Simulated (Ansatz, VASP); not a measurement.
## IrS in VASP and in Ansatz

File INCAR:

```
SYSTEM = IrS
ALGO     = Normal         ! electronic algorithm
EDIFF    = 1E-6           ! SCF threshold, eV
ENCUT    = 560            ! plane-wave cutoff, eV
GGA      = PS             ! functional
GGA_COMPAT= .False.      
ISIF     = 2              ! what is computed and relaxed
ISMEAR   = 0              ! smearing method
LASPH    = .True.         ! aspherical terms in the spheres
LCHARG   = .False.        ! write CHGCAR
LREAL    = .False.        ! projectors in reciprocal space
LWAVE    = .False.        ! write WAVECAR
NBANDS   = 18             ! bands
NELM     = 120            ! most SCF steps
PREC     = Accurate       ! precision mode
SIGMA    = 0.05           ! smearing width, eV
```

File KPOINTS:

```
k-points
0
Gamma
  10 10 10
  0 0 0
```

POSCAR

```
IrS
1.0
    0.0000000000      2.4227457213      2.4227457213
    2.4227457213      0.0000000000      2.4227457213
    2.4227457213      2.4227457213      0.0000000000
Ir S
1 1
Direct
    0.5000000000      0.5000000000      0.5000000000
    0.0000000000      0.0000000000      0.0000000000
```

Input for Ansatz:

```yaml
crystal:
  lattice:
    - [0.0, 2.4227457213, 2.4227457213]
    - [2.4227457213, 0.0, 2.4227457213]
    - [2.4227457213, 2.4227457213, 0.0]
  atoms:
    - { symbol: Ir, position: [0.5, 0.5, 0.5] }
    - { symbol: S, position: [0.0, 0.0, 0.0] }
basis:
  ecutwfc: 420
  ecutrho_ratio: 4
kpoints:
  mp_grid: { grid: [10, 10, 10] }
hamiltonian:
  xc: pbesol
scf:
  occupations: { method: gaussian, width: 0.05 }
output:
  forces: true
  stress: true
  eigenvalues: true
```

Alike in both runs: task single point; functional PBEsol; k mesh 10 × 10 × 10; occupations gaussian, width 0.05 eV; no spin polarisation.

```csv
,VASP,Ansatz
version,VASP 6.6.1,Ansatz 0.2.0
potentials or method,"VASP PAW PBE potentials, release 64 (Ir_sv_GW, S), cutoff 560 eV","scalar-relativistic, plane waves, PAW"
valence electrons in the cell,23,23
```

Ansatz gave:

```
gap on the k mesh at the Fermi level (eV) : none
pressure (GPa)                            : 4.6
```

Question: What did VASP give for the same quantities?

Answer: gap on the k mesh at the Fermi level (eV): none; pressure (GPa): 3.8.

VASP's potentials were made for PBE, not for PBEsol. A gap of «none» marks a metal or a gap that the smearing closes.

Neither program's run includes spin-orbit coupling.
